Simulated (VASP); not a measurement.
Si31Ge (a cell with a defect): single point with PBEsol

Si31Ge (a cell with a defect):

```
CELL_PARAMETERS angstrom
-5.43383 5.43383 -5.43383
5.43383 -5.43383 -5.43383
-5.43383 -5.43383 5.43383
ATOMIC_POSITIONS crystal
Ge 0.00017 0.49966 0.74907
Si 0.74975 0.49975 0.99985
Si 0.50017 0.49962 0.24909
Si 0.25066 0.24894 0.74919
Si 0.25083 0.49976 0.49878
Si 0.00021 0.24909 0.99979
Si 0.74963 0.24901 0.24804
Si 0.50018 0.99966 0.74911
Si 0.49905 0.24913 0.49876
Si 0.25089 0.00081 0.99993
Si 0.00017 0.99967 0.24910
Si 0.74955 0.74999 0.74914
Si 0.74989 0.99867 0.49894
Si 0.50131 0.75028 0.99990
Si 0.25079 0.75016 0.25022
Si 0.00017 0.75011 0.49862
Si 0.25425 0.75371 0.00324
Si 0.00033 0.75008 0.24900
Si 0.74985 0.74896 0.49888
Si 0.49987 0.49961 0.99938
Si 0.49997 0.75006 0.74937
Si 0.25053 0.49963 0.24897
Si 0.00017 0.49957 0.49494
Si 0.74986 0.24934 0.99857
Si 0.74611 0.49956 0.74924
Si 0.50060 0.25035 0.24967
Si 0.24950 0.24934 0.49891
Si 0.00016 0.99926 0.99935
Si 0.00034 0.24571 0.74939
Si 0.75086 0.99995 0.24967
Si 0.50055 0.99993 0.49972
Si 0.25049 0.99923 0.74925
```

```json
{
 "Program": "VASP 6.6.1",
 "Task": "single point",
 "Functional": "PBEsol",
 "Potentials or basis": "VASP PAW PBE potentials, release 64 (Ge_d, Si)",
 "Cutoff": "520 eV",
 "k mesh": "3 × 3 × 3",
 "Occupations": "gaussian, width 0.02 eV",
 "Spin": "no spin polarisation",
 "Dipole correction": "no",
 "Further INCAR settings": "LREAL = Auto; ALGO = Normal; EDIFF = 1e-07; NBANDS = 91"
}
```

| Property | Result |
| --- | --- |
| Pressure | 0.4 GPa |
| Largest force | 0.050 eV/Å |
| Band gap on the k mesh | 0.49 eV |

Forces in eV/Å, atoms in the order of the input:
```
Ge  -0.002  0.001  0.001
Si   0.001  0.002  0.001
Si   0.000 -0.001 -0.001
Si   0.001 -0.001 -0.002
Si  -0.001  0.003  0.002
Si   0.000  0.001  0.002
Si   0.000 -0.001  0.000
Si  -0.001  0.000  0.000
Si  -0.002  0.000 -0.003
Si   0.001  0.002  0.002
Si  -0.001  0.000  0.000
Si  -0.001 -0.003 -0.001
Si   0.002  0.001  0.000
Si   0.001  0.001  0.001
Si   0.001 -0.002  0.001
Si   0.001 -0.002 -0.001
Si   0.027  0.028  0.027
Si   0.001  0.001  0.000
Si  -0.001 -0.001 -0.001
Si  -0.003 -0.004  0.002
Si   0.000  0.002  0.000
Si   0.001  0.002  0.000
Si  -0.029 -0.028  0.029
Si  -0.001  0.001 -0.001
Si  -0.027  0.027 -0.028
Si   0.001  0.001  0.000
Si  -0.001  0.001 -0.001
Si  -0.001 -0.004  0.001
Si   0.030 -0.025 -0.029
Si   0.002  0.000 -0.001
Si   0.001 -0.004  0.004
Si   0.002  0.000 -0.001
```

Levels at points of the mesh, in eV from the valence-band top:
| k point | band 67 | band 68 | band 69 | band 70 | band 71 | band 72 |
| --- | --- | --- | --- | --- | --- | --- |
| (0.00, 0.00, 0.00) | 0.00 | 0.00 | 0.00 | 0.49 | 0.60 | 0.60 |

It took 18 min on 1 thread of Intel(R) Xeon(R) Platinum 8488C (Sapphire Rapids) (shared host), peak memory 0.96 GiB.

Caveat: the PAW data sets were made with another functional, which shifts forces and pressure a little.
